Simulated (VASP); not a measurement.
The system is Ge.

```
Ge
1.0
     3.00765    0.00000    0.00000
    -1.50383    2.60470    0.00000
     0.00000    0.00000    9.82300
Ge
4
Direct
  0.00000 0.00000 0.00000
  0.00000 0.00000 0.50000
  0.33333 0.66667 0.25000
  0.66667 0.33333 0.75000
```

```yaml
Program: VASP 6.6.1
Task: relaxation of cell and atoms
Functional: BLYP
Potentials_or_basis: VASP PAW PBE potentials, release 64 (Ge_d)
Cutoff: 600 eV
k_mesh: 12 × 12 × 4
Occupations: fermi-dirac, width 0.1 eV
Spin: no spin polarisation
```

At the start: pressure 7.7 GPa; volume 19.24 Å³/atom.

Q: Where does the relaxation end?

A: Over 7 steps the energy falls by 55.9 meV/atom and the volume is 21.84 Å³/atom (+13.5 %); space group P6_3/mmc (No. 194, to 0.05 Å).

The path:
```
step  energy change (eV)  largest force (eV/Å)  pressure (GPa)  volume (Å³)
   1              0.0000                0.0000            7.72        76.95
   2             -0.2227                0.0000           -0.31        87.74
   3             -0.2229                0.0000            0.01        87.16
   4             -0.2230                0.0000           -0.02        87.37
   5             -0.2232                0.0000           -0.05        87.37
   6             -0.2236                0.0000           -0.05        87.37
   7             -0.2236                0.0000           -0.06        87.37
```

Final structure:
```
Ge
1.0
     3.12476    0.00000    0.00000
    -1.56238    2.70612    0.00000
     0.00000    0.00000   10.33273
Ge
4
Direct
  0.00000 0.00000 0.00000
  0.00000 0.00000 0.50000
  0.33333 0.66667 0.25000
  0.66667 0.33333 0.75000
```

Caveat: the PAW data sets were made with another functional, which shifts forces and pressure a little.
